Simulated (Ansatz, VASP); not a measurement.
Two plane-wave programs on MoS2

```
CELL_PARAMETERS angstrom
3.16900 0.00000 0.00000
-1.58450 2.74443 0.00000
0.00000 0.00000 12.32400
ATOMIC_POSITIONS crystal
Mo 0.33333 0.66667 0.25000
Mo 0.66667 0.33333 0.75000
S 0.33333 0.66667 0.62326
S 0.66667 0.33333 0.12326
S 0.33333 0.66667 0.87674
S 0.66667 0.33333 0.37674
```

Alike in both runs: functional PBE; dispersion D3(BJ); k mesh 12 × 12 × 4; occupations gaussian, width 0.02 eV; no spin polarisation.

Ansatz relaxed the structure, and its values are those at the end. VASP's run is a single point on that final structure, the one shown.

```csv
,VASP,Ansatz
version,VASP 6.6.1,Ansatz 0.2.0
potentials or method,"VASP PAW PBE potentials, release 64 (Mo_sv, S), cutoff 520 eV","scalar-relativistic, plane waves, PAW"
valence electrons in the cell,52,52
```

```tsv
	VASP	Ansatz	Ansatz less VASP
gap on the k mesh at the Fermi level (eV)	0.90	0.89	-0.014
least direct gap on the mesh (eV)	1.65	1.65	-0.004
pressure (GPa)	-1.7	-1.6	+0.14
rms of the force components (eV/Å)	0.006	0.000	-0.0060
```

Ansatz's warnings: stress scf threshold loose.
